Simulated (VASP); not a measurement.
**Ir: single point with r2SCAN**

Crystal: Ir.

```
CELL_PARAMETERS angstrom
0.00000 1.93533 1.93533
1.93533 0.00000 1.93533
1.93533 1.93533 0.00000
ATOMIC_POSITIONS crystal
Ir 0.00000 0.00000 0.00000
```

```
Program                : VASP 6.6.1
Task                   : single point
Functional             : r2SCAN
Potentials or basis    : VASP PAW PBE potentials, release 64 (Ir)
Cutoff                 : 520 eV
k mesh                 : 18 × 18 × 18
Occupations            : gaussian, width 0.1 eV
Spin                   : no spin polarisation
Dipole correction      : no
Further INCAR settings : ALGO = Normal; EDIFF = 1e-06; NBANDS = 10
```

```
Pressure : -5.2 GPa
```

Levels at points of the mesh, in eV from the Fermi level:
```
           k point  band 1  band 2  band 3  band 4  band 5  band 6  band 7  band 8
(0.00, 0.00, 0.00)  -11.30   -3.89   -3.89   -3.89   -1.29   -1.29   15.11   20.82
(0.50, 0.00, 0.00)   -8.19   -4.04   -4.04   -0.68    0.85    0.85    7.37   14.74
(0.50, 0.50, 0.00)   -7.96   -7.39    0.76    1.46    1.46    1.74   10.69   12.17
```

It took 64 s on 1 thread of Intel Xeon 6975P-C, on a shared host, peak memory 0.15 GiB.

Caveat: the PAW data sets were made with another functional, which shifts forces and pressure a little; spin-orbit coupling is left out, which moves the levels of the heavy elements.
